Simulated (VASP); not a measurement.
# TiO2 (Pbcn) in VASP: settings compared

The runs below take TiO2 through single point, with PBE+U, r2SCAN+U.

Program: VASP 6.6.1. These are calculated values, not measurements. Logs are shortened: lines on timing, memory, paths and dates and some standing lists are left out, and cuts for length are marked.

### Step 1. The cell of the first run

The structure is orthorhombic, space group Pbcn (No. 60). The conventional cell has a = 4.589 Å, b = 5.561 Å, c = 4.962 Å, α = 90.00°, β = 90.00°, γ = 90.00°. Ti (site symmetry 2) has 6 O at 1.91 to 2.10 Å within 2.5 Å. Within 3.1 Å of O (site symmetry 1) lie 3 Ti at 1.91 to 2.10 Å and 12 O at 2.60 to 3.01 Å.

### Step 2. Single point, PBE+U

INCAR reads:

```
SYSTEM = TiO2
PREC = Accurate
ENCUT = 520
EDIFF = 1E-7
ISMEAR = -1
SIGMA = 0.05
LREAL = .FALSE.
LASPH = .TRUE.
NELM = 150
ALGO = Normal
ISIF = 2
LWAVE = .FALSE.
LCHARG = .FALSE.
LMAXMIX = 4
LDAU = .TRUE.
LDAUTYPE = 2
LDAUL = 2 -1
LDAUU = 3 0
LDAUJ = 0 0
LDAUPRINT = 1
GGA = PE
NBANDS = 60
```

KPOINTS reads:

```
regular mesh
0
G
  6 5 6
  0 0 0
```

POSCAR reads:

```
TiO2
1.0
    4.5888385695      0.0000000000      0.0000000000
    0.0000000000      5.5608289384      0.0000000000
    0.0000000000      0.0000000000      4.9618067734
Ti O
4 8
Direct
    0.0000000000      0.1718583820      0.7500000000
    0.5000000000      0.3281416180      0.2500000000
    0.0000000000      0.8281416180      0.2500000000
    0.5000000000      0.6718583820      0.7500000000
    0.2724772555      0.3818409290      0.9188954143
    0.7724772555      0.1181590710      0.0811045857
    0.2275227445      0.1181590710      0.4188954143
    0.7275227445      0.3818409290      0.5811045857
    0.2724772555      0.6181590710      0.4188954143
    0.7724772555      0.8818409290      0.5811045857
    0.2275227445      0.8818409290      0.9188954143
    0.7275227445      0.6181590710      0.0811045857
```

Potentials or basis: VASP PAW PBE potentials, release 64 (Ti_sv, O).

Command:

```
> cat potpaw_PBE.64/Ti_sv/POTCAR potpaw_PBE.64/O/POTCAR > POTCAR
> mpirun -np 1 vasp_std > vasp.out
```

OUTCAR:

```text
SYSTEM = TiO2
   PREC = Accurate
   ENCUT = 520
   EDIFF = 1E-7
   ISMEAR = -1
   LREAL = .FALSE.
   LASPH = .TRUE.
   NELM = 150
   ISIF = 2
   GGA = PE

 ion  position               nearest neighbor table
   1  0.000  0.172  0.750-   5 1.91   8 1.91   7 1.97   6 1.97  10 2.10  11 2.10
   2  0.500  0.328  0.250-   6 1.91   7 1.91   5 1.97   8 1.97   9 2.10  12 2.10
   3  0.000  0.828  0.250-   9 1.91  12 1.91  11 1.97  10 1.97   6 2.10   7 2.10
   4  0.500  0.672  0.750-  10 1.91  11 1.91   9 1.97  12 1.97   5 2.10   8 2.10
   5  0.272  0.382  0.919-   1 1.91   2 1.97   4 2.10
   6  0.772  0.118  0.081-   2 1.91   1 1.97   3 2.10
   7  0.228  0.118  0.419-   2 1.91   1 1.97   3 2.10
   8  0.728  0.382  0.581-   1 1.91   2 1.97   4 2.10
   9  0.272  0.618  0.419-   3 1.91   4 1.97   2 2.10
  10  0.772  0.882  0.581-   4 1.91   3 1.97   1 2.10
  11  0.228  0.882  0.919-   4 1.91   3 1.97   1 2.10
  12  0.728  0.618  0.081-   3 1.91   4 1.97   2 2.10

  LATTYP: Found a simple orthorhombic cell.
 ALAT       =     4.5888385695
 B/A-ratio  =     1.0812772553
 C/A-ratio  =     1.2118162045

  Lattice vectors:

 A1 = (  -4.5888385695,   0.0000000000,   0.0000000000)
 A2 = (   0.0000000000,   0.0000000000,   4.9618067734)
 A3 = (   0.0000000000,   5.5608289384,   0.0000000000)

Analysis of symmetry for initial positions (statically):
=====================================================================
 Subroutine PRICEL returns:
 Original cell was already a primitive cell.

 Routine SETGRP: Setting up the symmetry group for a
 simple orthorhombic supercell.

 Subroutine GETGRP returns: Found  8 space group operations
 (whereof  2 operations were pure point group operations)
 out of a pool of  8 trial point group operations.

The static configuration has the point symmetry S_2 .
 The point group associated with its full space group is D_2h.

Analysis of symmetry for dynamics (positions and initial velocities):
=====================================================================
 Subroutine PRICEL returns:
 Original cell was already a primitive cell.

 Routine SETGRP: Setting up the symmetry group for a
 simple orthorhombic supercell.

 Subroutine GETGRP returns: Found  8 space group operations
 (whereof  2 operations were pure point group operations)
 out of a pool of  8 trial point group operations.

The dynamic configuration has the point symmetry S_2 .
 The point group associated with its full space group is D_2h.

 Subroutine INISYM returns: Found  8 space group operations
 (whereof  2 operations are pure point group operations),
 and found     1 'primitive' translations

----------------------------------------------------------------------------------------

                                     Primitive cell

  volume of cell :     126.6141

  direct lattice vectors                    reciprocal lattice vectors
     4.588838570  0.000000000  0.000000000     0.217920065  0.000000000  0.000000000
     0.000000000  5.560828938  0.000000000     0.000000000  0.179829304  0.000000000
     0.000000000  0.000000000  4.961806773     0.000000000  0.000000000  0.201539489

  length of vectors
     4.588838570  5.560828938  4.961806773     0.217920065  0.179829304  0.201539489

  position of ions in fractional coordinates (direct lattice)
     0.000000000  0.171858382  0.750000000
     0.500000000  0.328141618  0.250000000
     0.000000000  0.828141618  0.250000000
     0.500000000  0.671858382  0.750000000
     0.272477256  0.381840929  0.918895414
     0.772477256  0.118159071  0.081104586
     0.227522744  0.118159071  0.418895414
     0.727522744  0.381840929  0.581104586
     0.272477256  0.618159071  0.418895414
     0.772477256  0.881840929  0.581104586
     0.227522744  0.881840929  0.918895414
     0.727522744  0.618159071  0.081104586

  ion indices of the primitive-cell ions
   primitive index   ion index
                 1           1
                 2           2
                 3           3
                 4           4
                 5           5
                 6           6
                 7           7
                 8           8
                 9           9
                10          10
                11          11
                12          12

----------------------------------------------------------------------------------------

 KPOINTS: regular mesh

Automatic generation of k-mesh.
 Grid dimensions read from file:
 generate k-points for:    6    5    6

 Generating k-lattice:

  Cartesian coordinates                     Fractional coordinates (reciprocal lattice)
     0.036320011  0.000000000  0.000000000     0.166666667  0.000000000  0.000000000
     0.000000000  0.035965861  0.000000000     0.000000000  0.200000000  0.000000000
     0.000000000  0.000000000  0.033589915     0.000000000  0.000000000  0.166666667

  Length of vectors
     0.036320011  0.035965861  0.033589915

  Shift w.r.t. Gamma in fractional coordinates (k-lattice)
     0.000000000  0.000000000  0.000000000

 Subroutine IBZKPT returns following result:
 ===========================================

 Found     48 irreducible k-points:

 Following reciprocal coordinates:
            Coordinates               Weight
  0.000000  0.000000  0.000000      1.000000
  0.166667  0.000000  0.000000      2.000000
  0.333333  0.000000  0.000000      2.000000
  0.500000  0.000000  0.000000      1.000000
  0.000000  0.200000  0.000000      2.000000
  0.166667  0.200000  0.000000      4.000000
[... 16 lines left out ...]
  0.333333  0.400000  0.166667      8.000000
  0.500000  0.400000  0.166667      4.000000
 [... further k-points ...]
   k-points           NKPTS =     48   k-points in BZ     NKDIM =     48   number of bands    NBANDS=     60
   number of dos      NEDOS =    301   number of ions     NIONS =     12
   total plane-waves  NPLWV =  60480
   dimension x,y,z NGX =    36 NGY =   42 NGZ =   40
   dimension x,y,z NGXF=    72 NGYF=   84 NGZF=   80
   ions per type =               4   8
   NGX,Y,Z   is equivalent  to a cutoff of  13.04, 12.56, 13.40 a.u.
   NGXF,Y,Z  is equivalent  to a cutoff of  26.08, 25.11, 26.80 a.u.
 SYSTEM =  TiO2
   PREC   = accura    normal or accurate (medium, high low for compatibility)
   ISTART =      0    job   : 0-new  1-cont  2-samecut
   ICHARG =      2    charge: 1-file 2-atom 10-const
   ISPIN  =      1    spin polarized calculation?
   LNONCOLLINEAR =      F non collinear calculations
   LSORBIT =      F    spin-orbit coupling
   LASPH  =      T    aspherical Exc in radial PAW
   ENCUT  =  520.0 eV  38.22 Ry    6.18 a.u.   8.53 10.34  9.23*2*pi/ulx,y,z
   NELM   =    150;   NELMIN=  2; NELMDL= -5     # of ELM steps
   EDIFF  = 0.1E-06   stopping-criterion for ELM
   LREAL  =      F    real-space projection
   EDIFFG = 0.1E-05   stopping-criterion for IOM
   NSW    =      0    number of steps for IOM
   IBRION =     -1    ionic relax: 0-MD 1-quasi-New 2-CG
   NFREE  =      0    steps in history (QN), initial steepest desc. (CG)
   ISIF   =      2    stress and relaxation
   ISYM   =      2    0-nonsym 1-usesym 2-fastsym
   POTIM  = 0.5000    time-step for ionic-motion
   TEBEG  =    0.0;   TEEND  =   0.0 temperature during run
   PSTRESS=    0.0 pullay stress
   NELECT =      96.0000    total number of electrons
   NUPDOWN=      -1.0000    fix difference up-down
   EMIN   =  10.00;   EMAX   =-10.00  energy-range for DOS
   EFERMI =   0.00;   METHOD = LEGACY
   ISMEAR =    -1;   SIGMA  =   0.05  broadening in eV -4-tet -1-fermi 0-gaus
   EFERMI_NEDOS =   21; number of points for ismear=-14 and -15
   IALGO  =     38    algorithm
   IMIX   =      4    mixing-type and parameters
     AMIX     =   0.40;   BMIX     =  1.00
     AMIX_MAG =   1.60;   BMIX_MAG =  1.00
  volume/ion in A,a.u.               =      10.55        71.20
  Fermi-wavevector in a.u.,A,eV,Ry     =   1.492810  2.821002 30.320332  2.228482
  Thomas-Fermi vector in A             =   2.605290
   LORBIT       =      0    0 simple, 1 ext, 2 COOP (PROOUT), +10 PAW based schemes
 LDA+U is selected, type is set to LDAUTYPE =  2
   angular momentum for each species LDAUL =     2   -1
   U (eV)           for each species LDAUU =   3.0  0.0
   J (eV)           for each species LDAUJ =   0.0  0.0
   GGA     = PE    functional components
   LHFCALC =     F    Hartree Fock is set to
   AEXX    =    0.0000 exact exchange contribution
   IVDW    =     0    specifies the selected vdW correction
   LEPSILON=     F    determine dielectric tensor
   LRPA    =     F    only Hartree local field effects (RPA)
 non-spin polarized calculation
  energy-cutoff  :      520.00
  volume of cell :      126.61
 maximum number of plane-waves:      3438
 NGX is ok and might be reduce to    36
   NGX = 17   NGY = 21   NGZ = 19

atom =   1  type =  1  l = 2

 onsite density matrix

spin component  1
[... 116 lines left out ...]
  o =  0.0944  v =  0.5647  0.8253 -0.0000 -0.0000 -0.0000  0.0000  0.0000  0.0000  0.0000  0.0000      0.0000  0.0000  0.0000  0.0000  0.0000  0.0000  0.0000  0.0000  0.0000  0.0000
  o =  0.0944  v =  0.0000  0.0000  0.0000  0.0000  0.0000  0.5647  0.8253 -0.0000 -0.0000 -0.0000      0.0000  0.0000  0.0000  0.0000  0.0000  0.0000  0.0000  0.0000  0.0000  0.0000
  o =  0.0996  v =  0.0000  0.0000 -0.8147  0.5549 -0.1685  0.0000  0.0000  0.0000  0.0000  0.0000      0.0000  0.0000  0.0000  0.0000  0.0000  0.0000  0.0000  0.0000  0.0000  0.0000
  o =  0.0996  v =  0.0000  0.0000  0.0000  0.0000  0.0000  0.0000  0.0000 -0.8147  0.5549 -0.1685      0.0000  0.0000  0.0000  0.0000  0.0000  0.0000  0.0000  0.0000  0.0000  0.0000
  o =  0.1177  v =  0.0000 -0.0000 -0.2445 -0.0653  0.9675  0.0000  0.0000  0.0000  0.0000  0.0000      0.0000  0.0000  0.0000  0.0000  0.0000  0.0000  0.0000  0.0000  0.0000  0.0000
  o =  0.1177  v =  0.0000  0.0000  0.0000  0.0000  0.0000  0.0000 -0.0000 -0.2445 -0.0653  0.9675      0.0000  0.0000  0.0000  0.0000  0.0000  0.0000  0.0000  0.0000  0.0000  0.0000
  o =  0.2428  v = -0.8253  0.5647 -0.0000 -0.0000 -0.0000  0.0000  0.0000  0.0000  0.0000  0.0000      0.0000  0.0000  0.0000  0.0000  0.0000  0.0000  0.0000  0.0000  0.0000  0.0000
  o =  0.2428  v =  0.0000  0.0000  0.0000  0.0000  0.0000 -0.8253  0.5647 -0.0000 -0.0000 -0.0000      0.0000  0.0000  0.0000  0.0000  0.0000  0.0000  0.0000  0.0000  0.0000  0.0000
  o =  0.2553  v =  0.0000  0.0000  0.5258  0.8294  0.1888  0.0000  0.0000  0.0000  0.0000  0.0000      0.0000  0.0000  0.0000  0.0000  0.0000  0.0000  0.0000  0.0000  0.0000  0.0000
  o =  0.2553  v =  0.0000  0.0000  0.0000  0.0000  0.0000  0.0000  0.0000  0.5258  0.8294  0.1888      0.0000  0.0000  0.0000  0.0000  0.0000  0.0000  0.0000  0.0000  0.0000  0.0000

 number of electron      96.0000012 magnetization

 Free energy of the ion-electron system (eV)
  ---------------------------------------------------
  ext. energy  EPLUGINS =         0.00000000
  ---------------------------------------------------
  free energy    TOTEN  =       -99.30913620 eV

  energy without entropy =      -99.30913620  energy(sigma->0) =      -99.30913620

 E-fermi :   5.6784     XC(G=0): -11.3850

 val. band max:        4.5951671595   @ k =   0.0000   0.0000   0.0000
 cond. band min:       7.4352161570   @ k =   0.0000   0.0000   0.5000
 fundamental gap:      2.8400489975
 Fermi energy:         5.6783841490

 k-point     1 :       0.0000    0.0000    0.0000
  band No.  band energies     occupation
      1     -52.7678      2.00000
      2     -52.7500      2.00000
      3     -52.7422      2.00000
      4     -52.7380      2.00000
      5     -29.1141      2.00000
      6     -29.0580      2.00000
[... 1501 lines left out ...]
     59       8.7903      0.00000
     60       8.7903      0.00000

 [... further k-points ...]

------------------------ aborting loop because EDIFF is reached ----------------------------------------

  FORCE on cell =-STRESS in cart. coord.  units (eV):
  Direction    XX          YY          ZZ          XY          YZ          ZX
  --------------------------------------------------------------------------------------
  -------------------------------------------------------------------------------------
  Total        3.0387923      2.3883414      2.9604537      0.0000000      0.0000000      0.0000000
  in kB       38.4529295     30.2221125     37.4616322      0.0000000      0.0000000      0.0000000
  external PRESSURE =      35.3788914 kB  Pullay stress =       0.0000000 kB

 VOLUME and BASIS-vectors are now :
 -----------------------------------------------------------------------------
  energy-cutoff  :      520.00
  volume of cell :      126.61
      direct lattice vectors                 reciprocal lattice vectors
     4.588838570  0.000000000  0.000000000     0.217920065  0.000000000  0.000000000
     0.000000000  5.560828938  0.000000000     0.000000000  0.179829304  0.000000000
     0.000000000  0.000000000  4.961806773     0.000000000  0.000000000  0.201539489

 POSITION                                       TOTAL-FORCE (eV/Angst)
 -----------------------------------------------------------------------------------
      0.00000      0.95568      3.72136         0.000000     -0.238248     -0.000000
      2.29442      1.82474      1.24045         0.000000      0.238248     -0.000000
      0.00000      4.60515      1.24045         0.000000      0.238248     -0.000000
      2.29442      3.73609      3.72136        -0.000000     -0.238248     -0.000000
      1.25035      2.12335      4.55938         0.018167      0.124578     -0.008768
      3.54477      0.65706      0.40243         0.018167     -0.124578      0.008768
      1.04407      0.65706      2.07848        -0.018167     -0.124578     -0.008768
      3.33848      2.12335      2.88333        -0.018167      0.124578      0.008768
      1.25035      3.43748      2.07848         0.018167     -0.124578     -0.008768
      3.54477      4.90377      2.88333         0.018167      0.124578      0.008768
      1.04407      4.90377      4.55938        -0.018167      0.124578     -0.008768
      3.33848      3.43748      0.40243        -0.018167     -0.124578      0.008768
 -----------------------------------------------------------------------------------
    total drift:                               -0.000000      0.000000     -0.000000

  FREE ENERGIE OF THE ION-ELECTRON SYSTEM (eV)
  ---------------------------------------------------
  free  energy   TOTEN  =       -99.3091362030 eV

  energy  without entropy=      -99.3091362030  energy(sigma->0) =      -99.30913620
```

Run time: 5.1 min. Hardware: 1 thread of Intel Xeon Platinum 8488C (Sapphire Rapids), shared host; peak memory 0.39 GiB.

Results:

* Free energy: -99.3091 eV
* Pressure: 3.5 GPa
* Largest force: 0.238 eV/Å
* Band gap on the k mesh: 2.84 eV (least direct gap 2.90 eV)

Forces on the atoms (eV/Å):
```
Ti   0.000 -0.238  0.000
Ti   0.000  0.238  0.000
Ti   0.000  0.238  0.000
Ti   0.000 -0.238  0.000
O    0.018  0.125 -0.009
O    0.018 -0.125  0.009
O   -0.018 -0.125 -0.009
O   -0.018  0.125  0.009
O    0.018 -0.125 -0.009
O    0.018  0.125  0.009
O   -0.018  0.125 -0.009
O   -0.018 -0.125  0.009
```

Eigenvalues of the final occupation matrices:
| site | spin | trace | eigenvalues |
| --- | --- | --- | --- |
| site 1 d | 1 | 0.81 | 0.09 0.10 0.12 0.24 0.26 |
| site 1 d | 2 | 0.81 | 0.09 0.10 0.12 0.24 0.26 |
| site 2 d | 1 | 0.81 | 0.09 0.10 0.12 0.24 0.26 |
| site 2 d | 2 | 0.81 | 0.09 0.10 0.12 0.24 0.26 |
| site 3 d | 1 | 0.81 | 0.09 0.10 0.12 0.24 0.26 |
| site 3 d | 2 | 0.81 | 0.09 0.10 0.12 0.24 0.26 |
| site 4 d | 1 | 0.81 | 0.09 0.10 0.12 0.24 0.26 |
| site 4 d | 2 | 0.81 | 0.09 0.10 0.12 0.24 0.26 |

Caveat: the cell stands under pressure. A k mesh can miss the band edges.

[end of part 1 of 2]
